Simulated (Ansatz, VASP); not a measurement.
# Two plane-wave programs on Pb

INCAR

```
SYSTEM = Pb
PREC     = Accurate       ! precision mode
ENCUT    = 520            ! plane-wave cutoff, eV
EDIFF    = 1E-7           ! SCF threshold, eV
ISMEAR   = -1             ! smearing method
SIGMA    = 0.1            ! smearing width, eV
LREAL    = .FALSE.        ! projectors in reciprocal space
LASPH    = .TRUE.         ! aspherical terms in the spheres
NELM     = 60             ! most SCF steps
ALGO     = Normal         ! electronic algorithm
ISIF     = 2              ! what is computed and relaxed
LWAVE    = .FALSE.        ! write WAVECAR
LCHARG   = .FALSE.        ! write CHGCAR
GGA      = PE             ! functional
NBANDS   = 36             ! bands
```

Contents of KPOINTS:

```
Automatic mesh
0
G
  11 11 3
  0 0 0
```

POSCAR

```
Pb
1.0
    3.4755251689      0.0000000000      0.0000000000
   -1.7377625845      3.0098930878      0.0000000000
    0.0000000000      0.0000000000     11.2330861867
Pb
4
Direct
    1.0000000000      1.0000000000      0.0000000000
    1.0000000000      1.0000000000      0.5000000000
    0.3333333333      0.6666666667      0.2500000000
    0.6666666667      0.3333333333      0.7500000000
```

Input for Ansatz:

```yaml
crystal:
  lattice:
    - [3.4755251689, 0.0, 0.0]
    - [-1.7377625845, 3.0098930878, 0.0]
    - [0.0, 0.0, 11.2330861867]
  atoms:
    - { symbol: Pb, position: [1.0, 1.0, 0.0] }
    - { symbol: Pb, position: [1.0, 1.0, 0.5] }
    - { symbol: Pb, position: [0.3333333333, 0.6666666667, 0.25] }
    - { symbol: Pb, position: [0.6666666667, 0.3333333333, 0.75] }
hamiltonian:
  xc: pbe
  pseudopotentials:
    kind: paw
    azcp:
      Pb: "pseudopotentials/Pb.paw.azcp"
basis:
  ecutwfc: 420
  fft_grid_basis: typed
kpoints:
  mp_grid: { grid: [11, 11, 3], shift: [0, 0, 0] }
magnetization:
  spin_polarized: false
scf:
  occupations: { method: fermi_dirac, width: 0.1 }
  lower_state_search: "off"
output:
  stress: true
```

Alike in both runs: task single point; functional PBE; k mesh 11 × 11 × 3; occupations fermi-dirac, width 0.1 eV; no spin polarisation.

|  | VASP | Ansatz |
| --- | --- | --- |
| version | VASP 6.6.1 | Ansatz 0.2.0 |
| potentials or method | VASP PAW PBE potentials, release 64 (Pb_d), cutoff 520 eV | plane waves (420 eV) with PAW, scalar-relativistic |
| valence electrons in the cell | 56 | 56 |

|  | VASP | Ansatz | Ansatz less VASP |
| --- | --- | --- | --- |
| pressure (GPa) | 3.9 | 3.9 | +0.07 |
| traceless stress, the component that is largest in VASP (GPa) | 0.45 | 0.46 | +0.005 |

Spin-orbit coupling is off throughout.
